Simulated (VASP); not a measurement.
# Mo (Im-3m) in VASP: single point with PBEsol

Aim: the single point of Mo with PBEsol.

Program: VASP 6.6.1. These are calculated values, not measurements. Logs are shortened: lines on timing, memory, paths and dates and some standing lists are left out, and cuts for length are marked.

## (1) The cell of the first run

It takes space group Im-3m (No. 229, cubic). Conventional cell: a = 3.129 Å, b = 3.129 Å, c = 3.129 Å, α = 90.00°, β = 90.00°, γ = 90.00°. Mo (site symmetry m-3m) has 14 Mo at 2.71 to 3.13 Å within 3.6 Å.

## (2) Single point, PBEsol

Input file INCAR:

```
PREC = Accurate ; ENCUT = 520
EDIFF = 1E-6 ; ISMEAR = 0
SIGMA = 0.05 ; LREAL = False
LASPH = True ; NELM = 60
ALGO = Normal ; ISIF = 2
LWAVE = False ; LCHARG = False
GGA = PS ; NBANDS = 13
```

Input file KPOINTS:

```
regular mesh
0
Gamma
  18 18 18
```

Input file POSCAR:

```
Mo
1.0
   -1.5645367526      1.5645367526      1.5645367526
    1.5645367526     -1.5645367526      1.5645367526
    1.5645367526      1.5645367526     -1.5645367526
Mo
1
Direct
    0.0000000000      0.0000000000      0.0000000000
```

Potentials or basis: VASP PAW PBE potentials, release 64 (Mo_sv).

On the command line:

```bash
> cat potpaw_PBE.64/Mo_sv/POTCAR > POTCAR
> mpirun -np 1 vasp_std > vasp.out
```

OUTCAR:

```text
PREC = Accurate
   ENCUT = 520
   EDIFF = 1E-6
   ISMEAR = 0
   LREAL = False
   LASPH = True
   NELM = 60
   ISIF = 2
   GGA = PS

 ion  position               nearest neighbor table
   1  0.000  0.000  0.000-

  LATTYP: Found a body centered cubic cell.
 ALAT       =     3.1290735052

  Lattice vectors:

 A1 = (  -1.5645367526,   1.5645367526,   1.5645367526)
 A2 = (   1.5645367526,  -1.5645367526,   1.5645367526)
 A3 = (   1.5645367526,   1.5645367526,  -1.5645367526)

Analysis of symmetry for initial positions (statically):
=====================================================================
 Subroutine PRICEL returns:
 Original cell was already a primitive cell.

 Routine SETGRP: Setting up the symmetry group for a
 body centered cubic supercell.

 Subroutine GETGRP returns: Found 48 space group operations
 (whereof 48 operations were pure point group operations)
 out of a pool of 48 trial point group operations.

The static configuration has the point symmetry O_h .

Analysis of symmetry for dynamics (positions and initial velocities):
=====================================================================
 Subroutine PRICEL returns:
 Original cell was already a primitive cell.

 Routine SETGRP: Setting up the symmetry group for a
 body centered cubic supercell.

 Subroutine GETGRP returns: Found 48 space group operations
 (whereof 48 operations were pure point group operations)
 out of a pool of 48 trial point group operations.

The dynamic configuration has the point symmetry O_h .

 Subroutine INISYM returns: Found 48 space group operations
 (whereof 48 operations are pure point group operations),
 and found     1 'primitive' translations

----------------------------------------------------------------------------------------

                                     Primitive cell

  volume of cell :      15.3185

  direct lattice vectors                    reciprocal lattice vectors
    -1.564536753  1.564536753  1.564536753     0.000000000  0.319583416  0.319583416
     1.564536753 -1.564536753  1.564536753     0.319583416  0.000000000  0.319583416
     1.564536753  1.564536753 -1.564536753     0.319583416  0.319583416  0.000000000

  length of vectors
     2.709857146  2.709857146  2.709857146     0.451959201  0.451959201  0.451959201

  position of ions in fractional coordinates (direct lattice)
     0.000000000  0.000000000  0.000000000

  ion indices of the primitive-cell ions
   primitive index   ion index
                 1           1

----------------------------------------------------------------------------------------

 KPOINTS: regular mesh

Automatic generation of k-mesh.
 Grid dimensions read from file:
 generate k-points for:   18   18   18

 Generating k-lattice:

  Cartesian coordinates                     Fractional coordinates (reciprocal lattice)
     0.000000000  0.017754634  0.017754634     0.055555556  0.000000000  0.000000000
     0.017754634  0.000000000  0.017754634     0.000000000  0.055555556  0.000000000
     0.017754634  0.017754634  0.000000000     0.000000000  0.000000000  0.055555556

  Length of vectors
     0.025108845  0.025108845  0.025108845

  Shift w.r.t. Gamma in fractional coordinates (k-lattice)
     0.000000000  0.000000000  0.000000000

 Subroutine IBZKPT returns following result:
 ===========================================

 Found    195 irreducible k-points:

 Following reciprocal coordinates:
            Coordinates               Weight
  0.000000  0.000000  0.000000      1.000000
  0.055556  0.000000  0.000000     12.000000
  0.111111  0.000000  0.000000     12.000000
  0.166667  0.000000  0.000000     12.000000
  0.222222  0.000000  0.000000     12.000000
  0.277778  0.000000  0.000000     12.000000
[... 16 lines left out ...]
  0.333333  0.111111  0.000000     48.000000
  0.388889  0.111111 -0.000000     48.000000
 [... further k-points ...]
   k-points           NKPTS =    195   k-points in BZ     NKDIM =    195   number of bands    NBANDS=     13
   number of dos      NEDOS =    301   number of ions     NIONS =      1
   total plane-waves  NPLWV =   8000
   dimension x,y,z NGX =    20 NGY =   20 NGZ =   20
   dimension x,y,z NGXF=    40 NGYF=   40 NGZF=   40
   ions per type =               1
   NGX,Y,Z   is equivalent  to a cutoff of  12.27, 12.27, 12.27 a.u.
   NGXF,Y,Z  is equivalent  to a cutoff of  24.54, 24.54, 24.54 a.u.
 SYSTEM =  unknown system
   PREC   = accura    normal or accurate (medium, high low for compatibility)
   ISTART =      0    job   : 0-new  1-cont  2-samecut
   ICHARG =      2    charge: 1-file 2-atom 10-const
   ISPIN  =      1    spin polarized calculation?
   LNONCOLLINEAR =      F non collinear calculations
   LSORBIT =      F    spin-orbit coupling
   LASPH  =      T    aspherical Exc in radial PAW
   ENCUT  =  520.0 eV  38.22 Ry    6.18 a.u.   5.04  5.04  5.04*2*pi/ulx,y,z
   NELM   =     60;   NELMIN=  2; NELMDL= -5     # of ELM steps
   EDIFF  = 0.1E-05   stopping-criterion for ELM
   LREAL  =      F    real-space projection
   EDIFFG = 0.1E-04   stopping-criterion for IOM
   NSW    =      0    number of steps for IOM
   IBRION =     -1    ionic relax: 0-MD 1-quasi-New 2-CG
   NFREE  =      0    steps in history (QN), initial steepest desc. (CG)
   ISIF   =      2    stress and relaxation
   ISYM   =      2    0-nonsym 1-usesym 2-fastsym
   POTIM  = 0.5000    time-step for ionic-motion
   TEBEG  =    0.0;   TEEND  =   0.0 temperature during run
   PSTRESS=    0.0 pullay stress
   NELECT =      14.0000    total number of electrons
   NUPDOWN=      -1.0000    fix difference up-down
   EMIN   =  10.00;   EMAX   =-10.00  energy-range for DOS
   EFERMI =   0.00;   METHOD = LEGACY
   ISMEAR =     0;   SIGMA  =   0.05  broadening in eV -4-tet -1-fermi 0-gaus
   EFERMI_NEDOS =   21; number of points for ismear=-14 and -15
   IALGO  =     38    algorithm
   IMIX   =      4    mixing-type and parameters
     AMIX     =   0.40;   BMIX     =  1.00
     AMIX_MAG =   1.60;   BMIX_MAG =  1.00
  volume/ion in A,a.u.               =      15.32       103.37
  Fermi-wavevector in a.u.,A,eV,Ry     =   1.588712  3.002230 34.341168  2.524005
  Thomas-Fermi vector in A             =   2.687673
   LORBIT       =      0    0 simple, 1 ext, 2 COOP (PROOUT), +10 PAW based schemes
   GGA     = PS    functional components
   LHFCALC =     F    Hartree Fock is set to
   AEXX    =    0.0000 exact exchange contribution
   IVDW    =     0    specifies the selected vdW correction
   LEPSILON=     F    determine dielectric tensor
   LRPA    =     F    only Hartree local field effects (RPA)
 non-spin polarized calculation
 Gauss-broadening in eV      SIGMA  =   0.05
  energy-cutoff  :      520.00
  volume of cell :       15.32
 maximum number of plane-waves:       426
   NGX =  9   NGY =  9   NGZ =  9

 number of electron      13.9999998 magnetization

 Free energy of the ion-electron system (eV)
  ---------------------------------------------------
  ext. energy  EPLUGINS =         0.00000000
  ---------------------------------------------------
  free energy    TOTEN  =       -11.77713544 eV

  energy without entropy =      -11.77654186  energy(sigma->0) =      -11.77683865

 E-fermi :  12.8068     XC(G=0): -13.6432

 val. band max:       12.7563582995   @ k =  -0.4444   0.5000   0.2778
 cond. band min:      12.8114407051   @ k =  -0.3889   0.4444   0.2778
 fundamental gap:      0.0550824056
 Fermi energy:        12.8068465951

 k-point     1 :       0.0000    0.0000    0.0000
  band No.  band energies     occupation
      1     -48.4029      2.00000
      2     -21.6416      2.00000
      3     -21.6416      2.00000
      4     -21.6416      2.00000
      5       5.4416      2.00000
      6      11.3874      2.00000
      7      11.3874      2.00000
      8      11.3874      2.00000
      9      14.4778      0.00000
     10      14.4778      0.00000
     11      27.6304      0.00000
     12      27.6304      0.00000
     13      27.6304      0.00000

 k-point     2 :       0.0556    0.0000    0.0000
  band No.  band energies     occupation
      1     -48.3944      2.00000
      2     -21.6904      2.00000
      3     -21.6566      2.00000
      4     -21.6420      2.00000
      5       5.5825      2.00000
      6      11.3068      2.00000
      7      11.3744      2.00000
      8      11.5197      2.00000
      9      14.3564      0.00000
     10      14.4795      0.00000
     11      27.7391      0.00000
     12      27.8679      0.00000
     13      27.9203      0.00000

 k-point     3 :       0.1111    0.0000    0.0000
  band No.  band energies     occupation
      1     -48.3698      2.00000
      2     -21.8295      2.00000
      3     -21.6994      2.00000
      4     -21.6431      2.00000
      5       5.9837      2.00000
      6      11.0831      2.00000
      7      11.3169      2.00000
      8      11.9114      2.00000
      9      14.0905      0.00000
     10      14.4903      0.00000
     11      28.0017      0.00000
     12      28.5601      0.00000
     13      28.6460      0.00000
[... 305 lines left out ...]
 k-point    23 :       0.3333    0.1111    0.0000
  band No.  band energies     occupation
      1     -48.1376      2.00000
      2     -22.9478      2.00000
      3     -22.1118      2.00000
      4     -21.7181      2.00000
      5       7.8907      2.00000
      6       9.5788      2.00000
      7      12.1717      2.00000
      8      14.2698      0.00000
      9      15.3073      0.00000
     10      17.4583      0.00000
     11      25.6381      0.00000
     12      26.4221      0.00000
     13      30.9620      0.00000

 k-point    24 :       0.3889    0.1111   -0.0000
  band No.  band energies     occupation
      1     -48.1134      2.00000
      2     -23.0520      2.00000
      3     -22.1615      2.00000
      4     -21.7203      2.00000
      5       7.7448      2.00000
      6       9.4486      2.00000
      7      12.8174      0.76625
      8      14.3942      0.00000
      9      15.5728      0.00000
     10      18.3615      0.00000
     11      24.7610      0.00000
     12      25.6608      0.00000
     13      30.0214      0.00000

 [... further k-points ...]
[... 5 lines left out ...]
  --------------------------------------------------------------------------------------
  -------------------------------------------------------------------------------------
  Total        0.0547019      0.0547019      0.0547019      0.0000000      0.0000000     -0.0000000
  in kB        5.7213091      5.7213091      5.7213091      0.0000000      0.0000000     -0.0000000
  external PRESSURE =       5.7213091 kB  Pullay stress =       0.0000000 kB

 VOLUME and BASIS-vectors are now :
 -----------------------------------------------------------------------------
  energy-cutoff  :      520.00
  volume of cell :       15.32
      direct lattice vectors                 reciprocal lattice vectors
    -1.564536753  1.564536753  1.564536753     0.000000000  0.319583416  0.319583416
     1.564536753 -1.564536753  1.564536753     0.319583416  0.000000000  0.319583416
     1.564536753  1.564536753 -1.564536753     0.319583416  0.319583416  0.000000000

 POSITION                                       TOTAL-FORCE (eV/Angst)
 -----------------------------------------------------------------------------------
      0.00000      0.00000      0.00000         0.000000      0.000000     -0.000000
 -----------------------------------------------------------------------------------
    total drift:                                0.000000     -0.000000      0.000000

  FREE ENERGIE OF THE ION-ELECTRON SYSTEM (eV)
  ---------------------------------------------------
  free  energy   TOTEN  =       -11.7771354378 eV

  energy  without entropy=      -11.7765418576  energy(sigma->0) =      -11.77683865
```

Wall time 36 s (1 thread of Intel Xeon 8259CL, shared host); peak memory 0.15 GiB.

What came out:

```yaml
Free_energy: -11.7771 eV
Pressure: 0.6 GPa
Band_gap_on_the_k_mesh: zero (band 7 reaches 16.92 eV, above the bottom of band 8 at 11.39 eV)
```

Caveat: the PAW data sets were made with another functional, which shifts forces and pressure a little.
